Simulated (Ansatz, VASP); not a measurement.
**One calculation of TiC, two programs**

Contents of INCAR:

```
PREC     = Accurate       # precision mode
ENCUT    = 520            # plane-wave cutoff, eV
EDIFF    = 1E-6           # SCF threshold, eV
ISMEAR   = -1             # smearing method
SIGMA    = 0.03           # smearing width, eV
LREAL    = F              # projectors in reciprocal space
LASPH    = T              # aspherical terms in the spheres
NELM     = 60             # most SCF steps
ALGO     = Normal         # electronic algorithm
ISIF     = 2              # what is computed and relaxed
LWAVE    = F              # write WAVECAR
LCHARG   = F              # write CHGCAR
GGA      = PS             # functional
NBANDS   = 15             # bands
```

KPOINTS

```
Automatic mesh
0
Gamma
  14 14 14
```

POSCAR

```
TiC
1.0
    0.0000000000      2.1640000000      2.1423600000
    2.1640000000      0.0000000000      2.1423600000
    2.1640000000      2.1640000000      0.0000000000
Ti C
1 1
Direct
    0.0000000000      0.0000000000      0.0000000000
    0.5000000000      0.5000000000      0.5000000000
```

Input for Ansatz:

```yaml
crystal:
  lattice:
    - [0.0, 2.164, 2.14236]
    - [2.164, 0.0, 2.14236]
    - [2.164, 2.164, 0.0]
  atoms:
    - { symbol: Ti, position: [0.0, 0.0, 0.0] }
    - { symbol: C, position: [0.5, 0.5, 0.5] }
kpoints:
  mp_grid: { grid: [14, 14, 14] }
  band_path:
    path:
      - [0.0, 0.0, 0.0]
      - [0.0, 0.5, 0.5]
      - [0.25, 0.75, 0.5]
      - [0.0, 0.5, 0.0]
      - [0.0, 0.0, 0.0]
      - [0.5, 0.5, 0.0]
      - [0.3775380063, 0.6224619937, 0.0]
      - [-0.3775380063, 0.3775380063, 0.0]
      - [0.0, 0.0, 0.0]
    npoints: 5
scf:
  occupations: { method: fermi_dirac, width: 0.03 }
hamiltonian:
  xc: pbesol
  pseudopotentials: { kind: all_electron, lapw: { basis_error: 0.00025 } }
output:
  forces: true
  stress: true
  eigenvalues: true
```

Change from the starting cell: zz strain of -1 %.

Alike in both runs: task single point; functional PBEsol; k mesh 14 × 14 × 14; occupations fermi-dirac, width 0.03 eV; no spin polarisation.

|  | VASP | Ansatz |
| --- | --- | --- |
| version | VASP 6.6.1 | Ansatz 0.2.0 |
| potentials or method | VASP PAW PBE potentials, release 64 (Ti_sv, C), cutoff 520 eV | all-electron LAPW, scalar-relativistic |

VASP gave:

* pressure (GPa): -3.4
* traceless stress, the component that is largest in VASP (GPa): 2.71

Problem. Estimate Ansatz's values.

Solution. Pressure (GPa): -3.7; traceless stress, the component that is largest in VASP (GPa): 2.70.

VASP's potentials were made for PBE, not for PBEsol. Ansatz ran all-electron here, and VASP with PAW potentials.
